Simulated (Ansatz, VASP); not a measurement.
## Zn2SiN3: VASP beside Ansatz

File INCAR:

```
PREC     = Accurate       # precision mode
ENCUT    = 600            # plane-wave cutoff, eV
EDIFF    = 1E-6           # SCF threshold, eV
ISMEAR   = 0              # smearing method
SIGMA    = 0.1            # smearing width, eV
LREAL    = False          # projectors in reciprocal space
LASPH    = True           # aspherical terms in the spheres
NELM     = 60             # most SCF steps
ALGO     = Normal         # electronic algorithm
ISIF     = 3              # what is computed and relaxed
LWAVE    = False          # write WAVECAR
LCHARG   = False          # write CHGCAR
GGA      = PE             # functional
IBRION   = 2              # ionic algorithm
NSW      = 90             # ionic steps
EDIFFG   = -0.04          # ionic threshold
```

The input KPOINTS:

```
regular mesh
0
Gamma
  6 6 6
```

Contents of POSCAR:

```
Zn2SiN3
1.0
    5.4260248067      0.0000000000      0.0000000000
   -2.7130124033      4.6990753242      0.0000000000
    0.0000000000      0.0000000000      2.7562550227
Zn Si N
2 1 3
Direct
    0.3333333333      0.6666666667      0.0000000000
    0.6666666667      0.3333333333      0.0000000000
    0.0000000000      0.0000000000      0.0000000000
    0.5000000000      0.0000000000      0.5000000000
    0.0000000000      0.5000000000      0.5000000000
    0.5000000000      0.5000000000      0.5000000000
```

Input for Ansatz:

```yaml
crystal:
  lattice:
    - [5.4260248067, 0.0, 0.0]
    - [-2.7130124033, 4.6990753242, 0.0]
    - [0.0, 0.0, 2.7562550227]
  atoms:
    - { symbol: Zn, position: [0.3333333333, 0.6666666667, 0.0] }
    - { symbol: Zn, position: [0.6666666667, 0.3333333333, 0.0] }
    - { symbol: Si, position: [0.0, 0.0, 0.0] }
    - { symbol: "N", position: [0.5, 0.0, 0.5] }
    - { symbol: "N", position: [0.0, 0.5, 0.5] }
    - { symbol: "N", position: [0.5, 0.5, 0.5] }
basis:
  ecutwfc: 420
kpoints:
  mp_grid: { grid: [6, 6, 6] }
hamiltonian:
  xc: pbe
scf:
  occupations: { method: gaussian, width: 0.1 }
  lower_state_search: "off"
output:
  forces: true
  stress: true
  eigenvalues: true
relax:
  adjacent_minimum: "off"
  f_tol: 0.04
  max_steps: 70
  cell: { stress_tol: 0.4 }
```

Change from the starting cell: species swapped into the YCo3Ni2 type (P6/mmm, No. 191).

Alike in both runs: task relaxation of cell and atoms; functional PBE; k mesh 6 × 6 × 6; occupations gaussian, width 0.1 eV; no spin polarisation.

|  | VASP | Ansatz |
| --- | --- | --- |
| version | VASP 6.6.1 | Ansatz 0.2.0 |
| potentials or method | VASP PAW PBE potentials, release 64 (Zn, Si, N), cutoff 600 eV | scalar-relativistic, plane waves, PAW |
| valence electrons in the cell | 43 | 43 |

Ansatz gave:

```
gap on the k mesh at the Fermi level, each at its own relaxed structure (eV)  : none
relaxed volume (Å³/atom)                                                      : 11.65
relaxed length of the cell vector where the two differ most in proportion (Å) : 2.907
```

Which values does VASP return?

gap on the k mesh at the Fermi level, each at its own relaxed structure (eV): none; relaxed volume (Å³/atom): 11.72; relaxed length of the cell vector where the two differ most in proportion (Å): 2.918.

A gap of «none» marks a metal or a gap that the smearing closes.

The k mesh is coarse, so the values compare programs but aren't converged.
